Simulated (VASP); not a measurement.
Here is a VASP 6.6.1 calculation.

Contents of INCAR:

```
PREC     = Accurate       # precision mode
ENCUT    = 600            # plane-wave cutoff, eV
EDIFF    = 1E-7           # SCF threshold, eV
ISMEAR   = 0              # smearing method
SIGMA    = 0.1            # smearing width, eV
LREAL    = False          # projectors in reciprocal space
LASPH    = True           # aspherical terms in the spheres
NELM     = 100            # most SCF steps
ALGO     = Fast           # electronic algorithm
ISIF     = 3              # what is computed and relaxed
LWAVE    = False          # write WAVECAR
LCHARG   = False          # write CHGCAR
GGA      = PE             # functional
IBRION   = 2              # ionic algorithm
NSW      = 90             # ionic steps
EDIFFG   = -0.04          # ionic threshold
```

File KPOINTS:

```
Automatic mesh
0
Gamma
  6 6 6
```

Contents of POSCAR:

```
Ru2Rh
1.0
    0.0000000000      2.7045132400      2.7045132400
    2.7045132400      0.0000000000      2.7045132400
    2.7045132400      2.7045132400      0.0000000000
Ru Rh
2 1
Direct
    0.2500000000      0.2500000000      0.2500000000
    0.7500000000      0.7500000000      0.7500000000
    0.0000000000      0.0000000000      0.0000000000
```

Potentials or basis: VASP PAW PBE potentials, release 64 (Ru_pv, Rh_pv).

Command:

```bash
$ cat potpaw_PBE.64/Ru_pv/POTCAR potpaw_PBE.64/Rh_pv/POTCAR > POTCAR
$ mpirun -np 1 vasp_std > vasp.out
```

(1) Estimate the relaxed volume.

(2) Predict the space group after relaxing (to 0.1 Å).

(3) Estimate the relaxed cell.

Answers

(1) 16.57 Å³/atom.

(2) Fm-3m (No. 225).

(3) a = 4.127 Å, b = 4.127 Å, c = 4.127 Å, α = 60.00°, β = 60.00°, γ = 60.00°.

Caveat: the volume moved by over 15 % at a fixed basis, so the end points are rough.
